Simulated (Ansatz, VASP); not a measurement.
**LiH in VASP and in Ansatz**

The input INCAR:

```
SYSTEM = LiH
PREC = Accurate
ENCUT = 520
EDIFF = 1E-7
ISMEAR = 0
SIGMA = 0.05
LREAL = .False.
LASPH = .True.
NELM = 80
ALGO = Normal
ISIF = 2
LWAVE = .False.
LCHARG = .True.
GGA = PE
LELF = .True.
LVHAR = .True.
NBANDS = 9
```

Contents of KPOINTS:

```
Automatic mesh
0
Gamma
  14 14 14
  0 0 0
```

File POSCAR:

```
LiH
1.0
    0.0000000000      2.0306176794      2.0306176794
    2.0306176794      0.0000000000      2.0306176794
    2.0306176794      2.0306176794      0.0000000000
Li H
1 1
Direct
    0.0000000000      0.0000000000      0.0000000000
    0.5000000000      0.5000000000      0.5000000000
```

Input for Ansatz:

```yaml
crystal:
  lattice:
    - [0.0, 2.0306176794, 2.0306176794]
    - [2.0306176794, 0.0, 2.0306176794]
    - [2.0306176794, 2.0306176794, 0.0]
  atoms:
    - { symbol: Li, position: [0.0, 0.0, 0.0] }
    - { symbol: H, position: [0.5, 0.5, 0.5] }
basis:
  ecutwfc: 420
  ecutrho_ratio: 4
kpoints:
  mp_grid: { grid: [14, 14, 14] }
hamiltonian:
  xc: pbe
scf:
  occupations: { method: gaussian, width: 0.05 }
output:
  forces: true
  stress: true
  eigenvalues: true
  write_density: true
  write_potential: true
  elf: true
  volumetric_format: npy
```

Alike in both runs: task single point; functional PBE; k mesh 14 × 14 × 14; occupations gaussian, width 0.05 eV; no spin polarisation.

|  | VASP | Ansatz |
| --- | --- | --- |
| version | VASP 6.6.1 | Ansatz 0.2.0 |
| potentials or method | VASP PAW PBE potentials, release 64 (Li_sv, H), cutoff 520 eV | scalar-relativistic, plane waves, PAW |
| valence electrons in the cell | 4 | 4 |

```tsv
	VASP	Ansatz	Ansatz less VASP
gap on the k mesh at the Fermi level (eV)	3.01	3.01	+0.007
least direct gap on the mesh (eV)	3.01	3.01	+0.007
```

Noted on VASP's run: the cutoff is under 1.25 times that of the potentials, so the pressure is a little rough.
